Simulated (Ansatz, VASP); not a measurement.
MnAs: VASP beside Ansatz

The input INCAR:

```
SYSTEM = MnAs
PREC = Accurate ; ENCUT = 520
EDIFF = 1E-6 ; ISMEAR = -1
SIGMA = 0.05 ; LREAL = .FALSE.
LASPH = .TRUE. ; NELM = 150
ALGO = Normal ; ISIF = 2
LWAVE = .FALSE. ; LCHARG = .TRUE.
ISPIN = 2 ; MAGMOM = 0 0 4 4
LORBIT = 11 ; LMAXMIX = 4
GGA = PE ; LELF = .TRUE.
LVHAR = .TRUE. ; NBANDS = 30
```

File KPOINTS:

```
Automatic mesh
0
G
  8 8 5
  0 0 0
```

File POSCAR:

```
MnAs
1.0
    3.7588213882      0.0000000000      0.0000000000
   -1.8794106941      3.2552348104      0.0000000000
    0.0000000000      0.0000000000      5.7658901671
As Mn
2 2
Direct
    0.6666666667      0.3333333333      0.7500000000
    0.3333333333      0.6666666667      0.2500000000
    0.0000000000      0.0000000000      0.5000000000
    0.0000000000      0.0000000000      0.0000000000
```

Contents of input.yaml:

```yaml
crystal:
  lattice:
    - [3.7588213882, 0.0, 0.0]
    - [-1.8794106941, 3.2552348104, 0.0]
    - [0.0, 0.0, 5.7658901671]
  atoms:
    - { symbol: As, position: [0.6666666667, 0.3333333333, 0.75] }
    - { symbol: As, position: [0.3333333333, 0.6666666667, 0.25] }
    - { symbol: Mn, position: [0.0, 0.0, 0.5], spin: 4.0 }
    - { symbol: Mn, position: [0.0, 0.0, 0.0], spin: 4.0 }
hamiltonian:
  xc: pbe
  pseudopotentials: { kind: paw }
magnetization:
  spin_polarized: true
kpoints:
  mp_grid: { grid: [8, 8, 5] }
scf:
  occupations: { method: fermi_dirac, width: 0.05 }
output:
  forces: true
  stress: true
  eigenvalues: true
  write_density: true
  write_potential: true
  elf: true
  volumetric_format: npy
```

Alike in both runs: task single point; functional PBE; k mesh 8 × 8 × 5; occupations fermi-dirac, width 0.05 eV; collinear spin.

|  | VASP | Ansatz |
| --- | --- | --- |
| version | VASP 6.6.1 | Ansatz 0.2.0 |
| potentials or method | VASP PAW PBE potentials, release 64 (As, Mn_pv) | Ansatz PAW |
| plane-wave cutoff (eV) | 520 | 420 |
| valence electrons in the cell | 36 | 60 |

|  | VASP | Ansatz | Ansatz less VASP |
| --- | --- | --- | --- |
| gap on the k mesh at the Fermi level (eV) | none | none | - |
| pressure (GPa) | -5.4 | -5.5 | -0.10 |
| traceless stress, the component that is largest in VASP (GPa) | -1.60 | -1.60 | +0.005 |
| net moment per atom (μB) | 1.64 | 1.64 | +0.002 |
| size of the moment on the site where the two differ most (μB) | 3.34 | 3.30 | -0.034 |

Site moments also hang on the region over which each program counts them. A gap of «none» marks a metal or a gap that the smearing closes. With one functional, cell and mesh, what is left measures potentials, basis and numerics. VASP's potentials hold 36 valence electrons a cell and Ansatz's 60, so a difference there can come from the potentials and not from the codes.
